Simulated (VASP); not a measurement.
# ScB2 (P6/mmm) in VASP: a series of runs, part 2 of 2

VASP 6.6.1. Earlier steps stand in the parts before.

### 4 Single point, LDA (volume scaled by 1.02, then relaxed in part)

INCAR reads:

```
PREC     = Accurate       # precision mode
ENCUT    = 520            # plane-wave cutoff, eV
EDIFF    = 1E-6           # SCF threshold, eV
ISMEAR   = -1             # smearing method
SIGMA    = 0.15           # smearing width, eV
LREAL    = F              # projectors in reciprocal space
LASPH    = T              # aspherical terms in the spheres
NELM     = 100            # most SCF steps
ALGO     = Normal         # electronic algorithm
ISIF     = 2              # what is computed and relaxed
LWAVE    = F              # write WAVECAR
LCHARG   = F              # write CHGCAR
GGA      = CA             # functional
NBANDS   = 16             # bands
```

KPOINTS reads:

```
regular mesh
0
Gamma
  18 18 12
```

POSCAR reads:

```
ScB2
1.0
    3.1172161727      0.0000000000      0.0000000000
   -1.5586080863      2.6995883946      0.0000000000
    0.0000000000      0.0000000000      3.4858964444
Sc B
1 2
Direct
    0.0000000000      0.0000000000      0.0000000000
    0.3333333333      0.6666666667      0.5000000000
    0.6666666667      0.3333333333      0.5000000000
```

Potentials or basis: VASP PAW LDA potentials, release 64 (Sc_sv, B).

Command:

```
> cat potpaw_LDA.64/Sc_sv/POTCAR potpaw_LDA.64/B/POTCAR > POTCAR
> mpirun -np 1 vasp_std > vasp.out
```

OUTCAR:

```text
PREC = Accurate
   ENCUT = 520
   EDIFF = 1E-6
   ISMEAR = -1
   LREAL = F
   LASPH = T
   NELM = 100
   ISIF = 2
   GGA = CA

 ion  position               nearest neighbor table
   1  0.000  0.000  0.000-   2 2.51   3 2.51   2 2.51   3 2.51   2 2.51   2 2.51   3 2.51   3 2.51
                             3 2.51   3 2.51   2 2.51   2 2.51
   2  0.333  0.667  0.500-   3 1.80   3 1.80   3 1.80   1 2.51   1 2.51   1 2.51   1 2.51   1 2.51
                             1 2.51
   3  0.667  0.333  0.500-   2 1.80   2 1.80   2 1.80   1 2.51   1 2.51   1 2.51   1 2.51   1 2.51
                             1 2.51

  LATTYP: Found a hexagonal cell.
 ALAT       =     3.1172161727
 C/A-ratio  =     1.1182722825

  Lattice vectors:

 A1 = (   3.1172161727,   0.0000000000,   0.0000000000)
 A2 = (  -1.5586080863,   2.6995883946,   0.0000000000)
 A3 = (   0.0000000000,   0.0000000000,   3.4858964444)

Analysis of symmetry for initial positions (statically):
=====================================================================
 Subroutine PRICEL returns:
 Original cell was already a primitive cell.

 Routine SETGRP: Setting up the symmetry group for a
 hexagonal supercell.

 Subroutine GETGRP returns: Found 24 space group operations
 (whereof 24 operations were pure point group operations)
 out of a pool of 24 trial point group operations.

The static configuration has the point symmetry D_6h.

Analysis of symmetry for dynamics (positions and initial velocities):
=====================================================================
 Subroutine PRICEL returns:
 Original cell was already a primitive cell.

 Routine SETGRP: Setting up the symmetry group for a
 hexagonal supercell.

 Subroutine GETGRP returns: Found 24 space group operations
 (whereof 24 operations were pure point group operations)
 out of a pool of 24 trial point group operations.

The dynamic configuration has the point symmetry D_6h.

 Subroutine INISYM returns: Found 24 space group operations
 (whereof 24 operations are pure point group operations),
 and found     1 'primitive' translations

----------------------------------------------------------------------------------------

                                     Primitive cell

  volume of cell :      29.3345

  direct lattice vectors                    reciprocal lattice vectors
     3.117216173  0.000000000  0.000000000     0.320799054  0.185213420  0.000000000
    -1.558608086  2.699588395  0.000000000     0.000000000  0.370426841  0.000000000
     0.000000000  0.000000000  3.485896444     0.000000000  0.000000000  0.286870254

  length of vectors
     3.117216173  3.117216173  3.485896444     0.370426841  0.370426841  0.286870254

  position of ions in fractional coordinates (direct lattice)
     0.000000000  0.000000000  0.000000000
     0.333333333  0.666666667  0.500000000
     0.666666667  0.333333333  0.500000000

  ion indices of the primitive-cell ions
   primitive index   ion index
                 1           1
                 2           2
                 3           3

----------------------------------------------------------------------------------------

 KPOINTS: regular mesh

Automatic generation of k-mesh.
 Grid dimensions read from file:
 generate k-points for:   18   18   12

 Generating k-lattice:

  Cartesian coordinates                     Fractional coordinates (reciprocal lattice)
     0.017822170  0.010289634  0.000000000     0.055555556 -0.000000000  0.000000000
     0.000000000  0.020579269  0.000000000     0.000000000  0.055555556  0.000000000
     0.000000000  0.000000000  0.023905855     0.000000000  0.000000000  0.083333333

  Length of vectors
     0.020579269  0.020579269  0.023905855

  Shift w.r.t. Gamma in fractional coordinates (k-lattice)
     0.000000000  0.000000000  0.000000000

 Subroutine IBZKPT returns following result:
 ===========================================

 Found    259 irreducible k-points:

 Following reciprocal coordinates:
            Coordinates               Weight
  0.000000  0.000000  0.000000      1.000000
  0.055556 -0.000000  0.000000      6.000000
  0.111111 -0.000000  0.000000      6.000000
  0.166667 -0.000000  0.000000      6.000000
  0.222222  0.000000  0.000000      6.000000
  0.277778 -0.000000  0.000000      6.000000
[... 16 lines left out ...]
  0.333333  0.111111  0.000000     12.000000
  0.388889  0.111111  0.000000     12.000000
 [... further k-points ...]
   k-points           NKPTS =    259   k-points in BZ     NKDIM =    259   number of bands    NBANDS=     16
   number of dos      NEDOS =    301   number of ions     NIONS =      3
   total plane-waves  NPLWV =  16128
   dimension x,y,z NGX =    24 NGY =   24 NGZ =   28
   dimension x,y,z NGXF=    48 NGYF=   48 NGZF=   56
   ions per type =               1   2
   NGX,Y,Z   is equivalent  to a cutoff of  12.80, 12.80, 13.35 a.u.
   NGXF,Y,Z  is equivalent  to a cutoff of  25.60, 25.60, 26.71 a.u.
 SYSTEM =  unknown system
   PREC   = accura    normal or accurate (medium, high low for compatibility)
   ISTART =      0    job   : 0-new  1-cont  2-samecut
   ICHARG =      2    charge: 1-file 2-atom 10-const
   ISPIN  =      1    spin polarized calculation?
   LNONCOLLINEAR =      F non collinear calculations
   LSORBIT =      F    spin-orbit coupling
   LASPH  =      T    aspherical Exc in radial PAW
   ENCUT  =  520.0 eV  38.22 Ry    6.18 a.u.   5.80  5.80  6.48*2*pi/ulx,y,z
   NELM   =    100;   NELMIN=  2; NELMDL= -5     # of ELM steps
   EDIFF  = 0.1E-05   stopping-criterion for ELM
   LREAL  =      F    real-space projection
   EDIFFG = 0.1E-04   stopping-criterion for IOM
   NSW    =      0    number of steps for IOM
   IBRION =     -1    ionic relax: 0-MD 1-quasi-New 2-CG
   NFREE  =      0    steps in history (QN), initial steepest desc. (CG)
   ISIF   =      2    stress and relaxation
   ISYM   =      2    0-nonsym 1-usesym 2-fastsym
   POTIM  = 0.5000    time-step for ionic-motion
   TEBEG  =    0.0;   TEEND  =   0.0 temperature during run
   PSTRESS=    0.0 pullay stress
   NELECT =      17.0000    total number of electrons
   NUPDOWN=      -1.0000    fix difference up-down
   EMIN   =  10.00;   EMAX   =-10.00  energy-range for DOS
   EFERMI =   0.00;   METHOD = LEGACY
   ISMEAR =    -1;   SIGMA  =   0.15  broadening in eV -4-tet -1-fermi 0-gaus
   EFERMI_NEDOS =   21; number of points for ismear=-14 and -15
   IALGO  =     38    algorithm
   IMIX   =      4    mixing-type and parameters
     AMIX     =   0.40;   BMIX     =  1.00
     AMIX_MAG =   1.60;   BMIX_MAG =  1.00
  volume/ion in A,a.u.               =       9.78        65.99
  Fermi-wavevector in a.u.,A,eV,Ry     =   1.364892  2.579271 25.346688  1.862929
  Thomas-Fermi vector in A             =   2.491168
   LORBIT       =      0    0 simple, 1 ext, 2 COOP (PROOUT), +10 PAW based schemes
   GGA     = CA    functional components
   LHFCALC =     F    Hartree Fock is set to
   AEXX    =    0.0000 exact exchange contribution
   IVDW    =     0    specifies the selected vdW correction
   LEPSILON=     F    determine dielectric tensor
   LRPA    =     F    only Hartree local field effects (RPA)
 non-spin polarized calculation
  energy-cutoff  :      520.00
  volume of cell :       29.33
 maximum number of plane-waves:       816
 NGX is ok and might be reduce to    24
   NGX = 11   NGY = 11   NGZ = 13

 number of electron      17.0000003 magnetization

 Free energy of the ion-electron system (eV)
  ---------------------------------------------------
  ext. energy  EPLUGINS =         0.00000000
  ---------------------------------------------------
  free energy    TOTEN  =       -24.41714573 eV

  energy without entropy =      -24.35109782  energy(sigma->0) =      -24.38412178

 E-fermi :   6.1184     XC(G=0): -12.2327

 val. band max:        6.1031427360   @ k =   0.2222   0.1111   0.4167
 cond. band min:       6.1222552026   @ k =   0.3333   0.1111   0.1667
 fundamental gap:      0.0191124667
 Fermi energy:         6.1183923548

 k-point     1 :       0.0000    0.0000    0.0000
  band No.  band energies     occupation
      1     -41.4312      2.00000
      2     -20.5185      2.00000
      3     -20.1708      2.00000
      4     -20.1708      2.00000
      5      -5.4432      2.00000
      6       4.6139      1.99991
[... 433 lines left out ...]
      3     -20.4112      2.00000
      4     -20.3398      2.00000
      5      -2.0478      2.00000
      6      -0.4982      2.00000
[... 8 lines left out ...]
     15      14.8320      0.00000
     16      15.5554      0.00000

 [... further k-points ...]

------------------------ aborting loop because EDIFF is reached ----------------------------------------

  FORCE on cell =-STRESS in cart. coord.  units (eV):
  Direction    XX          YY          ZZ          XY          YZ          ZX
  --------------------------------------------------------------------------------------
  -------------------------------------------------------------------------------------
  Total       -0.6181156     -0.6181156     -0.5800514     -0.0000000     -0.0000000     -0.0000000
  in kB      -33.7599129    -33.7599129    -31.6809434     -0.0000000     -0.0000000     -0.0000000
  external PRESSURE =     -33.0669231 kB  Pullay stress =       0.0000000 kB

 VOLUME and BASIS-vectors are now :
 -----------------------------------------------------------------------------
  energy-cutoff  :      520.00
  volume of cell :       29.33
      direct lattice vectors                 reciprocal lattice vectors
     3.117216173  0.000000000  0.000000000     0.320799054  0.185213420  0.000000000
    -1.558608086  2.699588395  0.000000000     0.000000000  0.370426841  0.000000000
     0.000000000  0.000000000  3.485896444     0.000000000  0.000000000  0.286870254

 POSITION                                       TOTAL-FORCE (eV/Angst)
 -----------------------------------------------------------------------------------
      0.00000      0.00000      0.00000        -0.000000      0.000000      0.000000
     -0.00000      1.79973      1.74295        -0.000000     -0.000000      0.000000
      1.55861      0.89986      1.74295         0.000000      0.000000     -0.000000
 -----------------------------------------------------------------------------------
    total drift:                               -0.000000      0.000000     -0.000000

  FREE ENERGIE OF THE ION-ELECTRON SYSTEM (eV)
  ---------------------------------------------------
  free  energy   TOTEN  =       -24.4171457329 eV

  energy  without entropy=      -24.3510978212  energy(sigma->0) =      -24.38412178
```

Wall time 67 s (1 thread of Intel Xeon Platinum 8488C (Sapphire Rapids), shared host); peak memory 0.23 GiB.

Results:

- Free energy: -24.4171 eV
- Pressure: -3.3 GPa

### 5 Overview

| cell | gap on the mesh (eV) | pressure (GPa) |
| --- | --- | --- |
| a = 3.080, b = 3.080, c = 3.430 Å, angles 90.0, 90.0, 120.0°, 3 atoms | none | 5.2 |
| a = 3.099, b = 3.099, c = 3.458 Å, angles 90.0, 90.0, 120.0°, 3 atoms | none | 0.7 |
| a = 3.117, b = 3.117, c = 3.486 Å, angles 90.0, 90.0, 120.0°, 3 atoms | none | -3.3 |

Alike in all rows: task single point; level LDA; potentials or basis VASP PAW LDA potentials, release 64 (Sc_sv, B); no spin polarisation; k mesh 18 × 18 × 12; cutoff (eV) 520; smearing fermi-dirac 0.15 eV.

Absolute energies hang on the potentials; compare differences alone.
